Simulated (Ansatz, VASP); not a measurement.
**EuS: VASP beside Ansatz**

INCAR

```
PREC = Accurate ; ENCUT = 600
EDIFF = 1E-6 ; ISMEAR = 0
SIGMA = 0.05 ; LREAL = F
LASPH = T ; NELM = 200
ALGO = Normal ; ISIF = 2
LWAVE = F ; LCHARG = F
ISPIN = 2 ; MAGMOM = 7.54 0
LORBIT = 11 ; LMAXMIX = 6
LDAU = T ; LDAUTYPE = 2
LDAUL = 3 -1 ; LDAUU = 5 0
LDAUJ = 0 0 ; LDAUPRINT = 1
GGA = PE ; NBANDS = 22
GGA_COMPAT = F
```

File KPOINTS:

```
Automatic mesh
0
Gamma
  8 8 8
```

Contents of POSCAR:

```
EuS
1.0
    0.0000000000      2.9785018670      2.9785018670
    2.9785018670      0.0000000000      2.9785018670
    2.9785018670      2.9785018670      0.0000000000
Eu S
1 1
Direct
    0.5000000000      0.5000000000      0.5000000000
    0.0000000000      0.0000000000      0.0000000000
```

Input for Ansatz:

```yaml
crystal:
  lattice:
    - [0.0, 2.978501867, 2.978501867]
    - [2.978501867, 0.0, 2.978501867]
    - [2.978501867, 2.978501867, 0.0]
  atoms:
    - { symbol: Eu, position: [0.5, 0.5, 0.5], spin: 7.54 }
    - { symbol: S, position: [0.0, 0.0, 0.0] }
basis:
  ecutwfc: 420
  ecutrho_ratio: 4
kpoints:
  mp_grid: { grid: [8, 8, 8] }
hamiltonian:
  xc: pbe
  hubbard: { sites: [{ species: Eu, l: f, u_eff: 5.0 }] }
scf:
  occupations: { method: gaussian, width: 0.05 }
  lower_state_search: "off"
output:
  forces: true
  stress: true
  eigenvalues: true
  populations: true
  hubbard: { sites: [{ species: Eu, l: f }] }
  states_by_energy: { minimum_broadening: 0.05 }
magnetization:
  spin_polarized: true
checkpoint:
  read: start.run
  write: ck
  compress: false
  write_wavefunctions: false
  write_every: 100000
```

Alike in both runs: task single point; functional PBE; k mesh 8 × 8 × 8; occupations gaussian, width 0.05 eV; collinear spin; Hubbard terms Eu f U = 5.0 eV.

```csv
,VASP,Ansatz
version,VASP 6.6.1,Ansatz 0.2.0
potentials or method,"VASP PAW PBE potentials, release 64 (Eu, S), cutoff 600 eV","scalar-relativistic, plane waves, PAW"
valence electrons in the cell,23,23
```

```csv
,VASP,Ansatz,Ansatz less VASP
gap on the k mesh at the Fermi level (eV),0.15,0.46,+0.310
least direct gap on the mesh (eV),0.38,0.81,+0.424
pressure (GPa),0.6,0.5,-0.17
net moment per atom (μB),3.50,3.50,0.000
size of the moment on the site where the two differ most (μB),6.71,6.86,+0.149
```

Site moments also hang on the region over which each program counts them. The programs project onto different local orbitals, so the same U acts differently, and such runs can settle in different states.

Neither program's run includes spin-orbit coupling.
